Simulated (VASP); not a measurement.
# Al3BiO (Pm-3m) in VASP: further runs, part 2 of 2

VASP 6.6.1. The steps go on from the part before.

## Step 4: Relaxation of cell and atoms, PBE

This run uses another cell than the first one, of 18.24 Å³/atom, 0.911 times its volume.

The input, INCAR:

```
SYSTEM = Al3BiO
PREC = Accurate
ENCUT = 600
EDIFF = 1E-7
ISMEAR = 0
SIGMA = 0.1
LREAL = .False.
LASPH = .True.
NELM = 80
ALGO = Normal
ISIF = 3
LWAVE = .False.
LCHARG = .False.
GGA = PE
IBRION = 2
NSW = 100
EDIFFG = -0.01
```

The input, KPOINTS:

```
Automatic mesh
0
Gamma
  8 8 8
  0 0 0
```

The input, POSCAR:

```
Al3BiO
1.0
    4.5015607128      0.0000000000      0.0000000000
    0.0000000000      4.5015607128      0.0000000000
    0.0000000000      0.0000000000      4.5015607128
Al Bi O
3 1 1
Direct
    0.5000000000      0.5000000000      0.0000000000
    0.5000000000      0.0000000000      0.5000000000
    0.0000000000      0.5000000000      0.5000000000
    0.0000000000      0.0000000000      0.0000000000
    0.5000000000      0.5000000000      0.5000000000
```

Potentials or basis: VASP PAW PBE potentials, release 64 (Al, Bi_d, O).

Started as:

```
$ cat potpaw_PBE.64/Al/POTCAR potpaw_PBE.64/Bi_d/POTCAR potpaw_PBE.64/O/POTCAR > POTCAR
$ mpirun -np 1 vasp_std > vasp.out
```

OUTCAR:

```text
SYSTEM = Al3BiO
   PREC = Accurate
   ENCUT = 600
   EDIFF = 1E-7
   ISMEAR = 0
   LREAL = .False.
   LASPH = .True.
   NELM = 80
   ISIF = 3
   GGA = PE
   IBRION = 2
   NSW = 100
   EDIFFG = -0.01

 ion  position               nearest neighbor table
   1  0.500  0.500  0.000-   5 2.25   5 2.25   4 3.18   2 3.18   2 3.18   3 3.18   3 3.18   2 3.18
                             4 3.18   2 3.18   3 3.18   4 3.18   3 3.18   4 3.18
   2  0.500  0.000  0.500-   5 2.25   5 2.25   4 3.18   1 3.18   1 3.18   4 3.18   1 3.18   3 3.18
                             3 3.18   1 3.18   3 3.18   4 3.18   4 3.18   3 3.18
   3  0.000  0.500  0.500-   5 2.25   5 2.25   4 3.18   1 3.18   1 3.18   4 3.18   2 3.18   4 3.18
                             4 3.18   1 3.18   2 3.18   2 3.18   1 3.18   2 3.18
   4  0.000  0.000  0.000-   1 3.18   2 3.18   3 3.18   2 3.18   3 3.18   1 3.18   3 3.18   3 3.18
                             1 3.18   2 3.18   2 3.18   1 3.18
   5  0.500  0.500  0.500-   1 2.25   2 2.25   3 2.25   1 2.25   2 2.25   3 2.25

  LATTYP: Found a simple cubic cell.
 ALAT       =     4.5015607128

  Lattice vectors:

 A1 = (   4.5015607128,   0.0000000000,   0.0000000000)
 A2 = (   0.0000000000,   4.5015607128,   0.0000000000)
 A3 = (   0.0000000000,   0.0000000000,   4.5015607128)

Analysis of symmetry for initial positions (statically):
=====================================================================
 Subroutine PRICEL returns:
 Original cell was already a primitive cell.

 Routine SETGRP: Setting up the symmetry group for a
 simple cubic supercell.

 Subroutine GETGRP returns: Found 48 space group operations
 (whereof 48 operations were pure point group operations)
 out of a pool of 48 trial point group operations.

The static configuration has the point symmetry O_h .

Analysis of symmetry for dynamics (positions and initial velocities):
=====================================================================
 Subroutine PRICEL returns:
 Original cell was already a primitive cell.

 Routine SETGRP: Setting up the symmetry group for a
 simple cubic supercell.

 Subroutine GETGRP returns: Found 48 space group operations
 (whereof 48 operations were pure point group operations)
 out of a pool of 48 trial point group operations.

The dynamic configuration has the point symmetry O_h .

 Subroutine INISYM returns: Found 48 space group operations
 (whereof 48 operations are pure point group operations),
 and found     1 'primitive' translations

----------------------------------------------------------------------------------------

                                     Primitive cell

  volume of cell :      91.2198

  direct lattice vectors                    reciprocal lattice vectors
     4.501560713  0.000000000  0.000000000     0.222145177  0.000000000  0.000000000
     0.000000000  4.501560713  0.000000000     0.000000000  0.222145177  0.000000000
     0.000000000  0.000000000  4.501560713     0.000000000  0.000000000  0.222145177
[... 124 lines left out ...]
  energy-cutoff  :      600.00
  volume of cell :       91.22
 maximum number of plane-waves:      3112
 NGX is ok and might be reduce to    36
   NGX = 17   NGY = 17   NGZ = 17

--------------------------------------- Ionic step        1  -------------------------------------------

 number of electron      30.0000006 magnetization

 Free energy of the ion-electron system (eV)
  ---------------------------------------------------
  ext. energy  EPLUGINS =         0.00000000
  ---------------------------------------------------
  free energy    TOTEN  =       -21.31717826 eV

  energy without entropy =      -21.30634208  energy(sigma->0) =      -21.31176017

------------------------ aborting loop because EDIFF is reached ----------------------------------------

  FORCE on cell =-STRESS in cart. coord.  units (eV):
  Direction    XX          YY          ZZ          XY          YZ          ZX
  --------------------------------------------------------------------------------------
  -------------------------------------------------------------------------------------
  Total        0.0725807      0.0725807      0.0725807      0.0000000      0.0000000     -0.0000000
  in kB        1.2748018      1.2748018      1.2748018      0.0000000      0.0000000     -0.0000000
  external PRESSURE =       1.2748018 kB  Pullay stress =       0.0000000 kB

 VOLUME and BASIS-vectors are now :
 -----------------------------------------------------------------------------
  energy-cutoff  :      600.00
  volume of cell :       91.22
      direct lattice vectors                 reciprocal lattice vectors
     4.501560713  0.000000000  0.000000000     0.222145177  0.000000000  0.000000000
     0.000000000  4.501560713  0.000000000     0.000000000  0.222145177  0.000000000
     0.000000000  0.000000000  4.501560713     0.000000000  0.000000000  0.222145177

 POSITION                                       TOTAL-FORCE (eV/Angst)
 -----------------------------------------------------------------------------------
      2.25078      2.25078      0.00000         0.000000      0.000000      0.000000
      2.25078      0.00000      2.25078         0.000000      0.000000      0.000000
      0.00000      2.25078      2.25078         0.000000      0.000000      0.000000
      0.00000      0.00000      0.00000         0.000000      0.000000      0.000000
      2.25078      2.25078      2.25078         0.000000      0.000000      0.000000
 -----------------------------------------------------------------------------------
    total drift:                                0.000000      0.000000      0.000000

  FREE ENERGIE OF THE ION-ELECTRON SYSTEM (eV)
  ---------------------------------------------------
  free  energy   TOTEN  =       -21.3171782564 eV

  energy  without entropy=      -21.3063420762  energy(sigma->0) =      -21.31176017

--------------------------------------- Ionic step        2  -------------------------------------------

 number of electron      30.0000007 magnetization

 Free energy of the ion-electron system (eV)
  ---------------------------------------------------
  ext. energy  EPLUGINS =         0.00000000
  ---------------------------------------------------
  free energy    TOTEN  =       -21.31724784 eV

  energy without entropy =      -21.30646144  energy(sigma->0) =      -21.31185464

 E-fermi :   7.6254     XC(G=0): -10.2154

 val. band max:        7.6165483864   @ k =   0.3750   0.2500   0.1250
 cond. band min:       7.6796383845   @ k =   0.5000   0.1250   0.1250
 fundamental gap:      0.0630899981
 Fermi energy:         7.6254290956

 k-point     1 :       0.0000    0.0000    0.0000
  band No.  band energies     occupation
      1     -15.2798      2.00000
      2     -15.2798      2.00000
      3     -15.2769      2.00000
      4     -15.2769      2.00000
      5     -15.2769      2.00000
      6     -11.8714      2.00000
[... 505 lines left out ...]
      6     -11.7785      2.00000
[... 11 lines left out ...]
     18      10.2381      0.00000
     19      10.9207      0.00000

 [... further k-points ...]
[... 5 lines left out ...]
  --------------------------------------------------------------------------------------
  -------------------------------------------------------------------------------------
  Total       -0.0098940     -0.0098940     -0.0098940     -0.0000000      0.0000000     -0.0000000
  in kB       -0.1734126     -0.1734126     -0.1734126     -0.0000000      0.0000000     -0.0000000
  external PRESSURE =      -0.1734126 kB  Pullay stress =       0.0000000 kB

 VOLUME and BASIS-vectors are now :
 -----------------------------------------------------------------------------
  energy-cutoff  :      600.00
  volume of cell :       91.41
      direct lattice vectors                 reciprocal lattice vectors
     4.504713145  0.000000000 -0.000000000     0.221989718 -0.000000000  0.000000000
     0.000000000  4.504713145  0.000000000    -0.000000000  0.221989718 -0.000000000
    -0.000000000  0.000000000  4.504713145     0.000000000 -0.000000000  0.221989718

 POSITION                                       TOTAL-FORCE (eV/Angst)
 -----------------------------------------------------------------------------------
      2.25236      2.25236      0.00000        -0.000000     -0.000000      0.000000
      2.25236      0.00000      2.25236        -0.000000     -0.000000      0.000000
      0.00000      2.25236      2.25236        -0.000000     -0.000000      0.000000
      0.00000      0.00000      0.00000        -0.000000      0.000000      0.000000
      2.25236      2.25236      2.25236         0.000000      0.000000      0.000000
 -----------------------------------------------------------------------------------
    total drift:                                0.000000      0.000000      0.000000

  FREE ENERGIE OF THE ION-ELECTRON SYSTEM (eV)
  ---------------------------------------------------
  free  energy   TOTEN  =       -21.3172478385 eV

  energy  without entropy=      -21.3064614427  energy(sigma->0) =      -21.31185464

 reached required accuracy - stopping structural energy minimisation
```

Wall time 70 s (1 thread of Intel Xeon Platinum 8559C (Emerald Rapids), shared host); peak memory 0.26 GiB.

Results:

| Property | Result |
| --- | --- |
| Free energy | -21.3172 eV |
| Relaxed volume | 18.28 Å³/atom |
| Relaxed cell | a = 4.505 Å, b = 4.505 Å, c = 4.505 Å, α = 90.00°, β = 90.00°, γ = 90.00° |
| Space group after relaxing (to 0.05 Å) | Pm-3m (No. 221) |
| Energy gained by relaxing | 0.0 meV/atom |
| Ionic steps | 2 |
| Pressure after relaxing | 0.0 GPa |
| Band gap on the k mesh | zero (band 15 reaches 7.91 eV, above the bottom of band 16 at 5.68 eV) |

Final structure:
```
Al Bi O
1.0
     4.50471    0.00000    0.00000
     0.00000    4.50471    0.00000
     0.00000    0.00000    4.50471
Al Bi O
3 1 1
Direct
  0.50000 0.50000 0.00000
  0.50000 0.00000 0.50000
  0.00000 0.50000 0.50000
  0.00000 0.00000 0.00000
  0.50000 0.50000 0.50000
```

Caveat: spin-orbit coupling is left out, which moves the levels of the heavy elements.

## Step 5: Summary

```csv
task,cell,k mesh,cutoff (eV),gap on the mesh (eV),pressure (GPa),relaxed volume (Å³/atom)
relaxation of cell and atoms,"relaxed from a = 4.643 Å, 5 atoms",4 × 4 × 4,600,none,0.0,18.16
single point,"a = 4.506 Å, 5 atoms",8 × 8 × 8,520,none,-0.1,-
relaxation of cell and atoms,"relaxed from a = 4.502 Å, 5 atoms",8 × 8 × 8,600,none,0.0,18.28
```

Alike in all rows: level PBE; potentials or basis VASP PAW PBE potentials, release 64 (Al, Bi_d, O); no spin polarisation; smearing gaussian 0.1 eV.

Caveats: spin-orbit coupling is left out, which moves the levels of the heavy elements.

Total energies depend on the potentials used, so only differences within one code and one set of settings carry meaning.
